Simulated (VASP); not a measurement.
Set up this calculation in VASP 6.6.1, as the native input.

```
Task                   : single point
Functional             : PBE
Potentials or basis    : VASP PAW PBE potentials, release 64 (Li_sv, F)
Cutoff                 : 520 eV
k mesh                 : 12 × 12 × 12
Occupations            : gaussian, width 0.05 eV
Spin                   : no spin polarisation
Dipole correction      : no
Further INCAR settings : ALGO = Normal; EDIFF = 1e-07; NBANDS = 12
```

The structure of LiF lies in POSCAR:

```
LiF
1.0
   -0.8458269982      1.6916539963      1.6916539963
    1.6916539963     -0.8458269982      1.6916539963
    1.6916539963      1.6916539963     -0.8458269982
Li F
1 1
Direct
    0.0000000000      0.0000000000      0.0000000000
    0.5000000000      0.5000000000      0.5000000000
```

This cell differs from its parent crystal: ratio of the length along [111] to the lengths across it x 0.5, volume and fractional coordinates fixed.

These files were run (other wordings do the same):

INCAR

```
PREC = Accurate ; ENCUT = 520
EDIFF = 1E-7 ; ISMEAR = 0
SIGMA = 0.05 ; LREAL = F
LASPH = T ; NELM = 80
ALGO = Normal ; ISIF = 2
LWAVE = F ; LCHARG = F
GGA = PE ; NBANDS = 12
```

KPOINTS

```
Automatic mesh
0
Gamma
  12 12 12
```

Potentials or basis: VASP PAW PBE potentials, release 64 (Li_sv, F).

Launch:

```console
$ cat potpaw_PBE.64/Li_sv/POTCAR potpaw_PBE.64/F/POTCAR > POTCAR
$ mpirun -np 1 vasp_std > vasp.out
```

It gave:

```
Band gap on the k mesh : 7.73 eV, indirect (least direct gap 8.42 eV)
```

Wall time 7.7 s on 1 thread of AMD EPYC 9R45 96-Core Processor (Zen 5), with other jobs on the host, peak memory 0.09 GiB.
